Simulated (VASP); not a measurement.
Crystal: Al2O3.

```xyz
10
Lattice="2.3785 1.3732 4.3292 -2.3785 1.3732 4.3292 0.0000 -2.7465 4.3292" Properties=species:S:1:pos:R:3 pbc="T T T"
Al    0.0000    0.0000   11.0678
Al    0.0000    0.0000    8.4137
Al    0.0000    0.0000    1.9198
Al    0.0000    0.0000    4.5740
O    -0.9217   -1.3732    5.4115
O     1.6501   -0.1116    5.4115
O    -0.7284    1.4848    5.4115
O     0.9217    1.3732    7.5762
O    -1.6501    0.1116    7.5762
O     0.7284   -1.4848    7.5762
```

* Program: VASP 6.6.1
* Task: relaxation of cell and atoms
* Functional: PBE
* Potentials or basis: VASP PAW PBE potentials, release 64 (Al, O)
* Cutoff: 600 eV
* k mesh: 6 × 6 × 6
* Occupations: gaussian, width 0.1 eV
* Spin: no spin polarisation

At the start: pressure 7.4 GPa; volume 8.48 Å³/atom.

**Question.** How do energy, volume and symmetry change on relaxing?

**Answer.** Over 3 steps the energy falls by 5.9 meV/atom and the volume is 8.74 Å³/atom (+3.1 %); space group R-3c (No. 167, to 0.1 Å) before and after.

The path:
```tsv
step	energy change (eV)	largest force (eV/Å)	pressure (GPa)	volume (Å³)
1	0.0000	0.0255	7.42	84.84
2	-0.0153	0.0580	-5.76	89.76
3	-0.0586	0.0217	-0.01	87.44
```

Final structure:
```
Al O
1.0
     2.40338    1.38759    4.36973
    -2.40338    1.38759    4.36973
     0.00000   -2.77519    4.36973
Al O
4 6
Cartesian
  0.0000 0.0000 11.1707
  0.0000 0.0000 8.4931
  0.0000 0.0000 1.9385
  0.0000 0.0000 4.6161
  -0.9307 -1.3876 5.4622
  1.6671 -0.1122 5.4622
  -0.7363 1.4998 5.4622
  0.9307 1.3876 7.6470
  -1.6671 0.1122 7.6470
  0.7363 -1.4998 7.6470
```
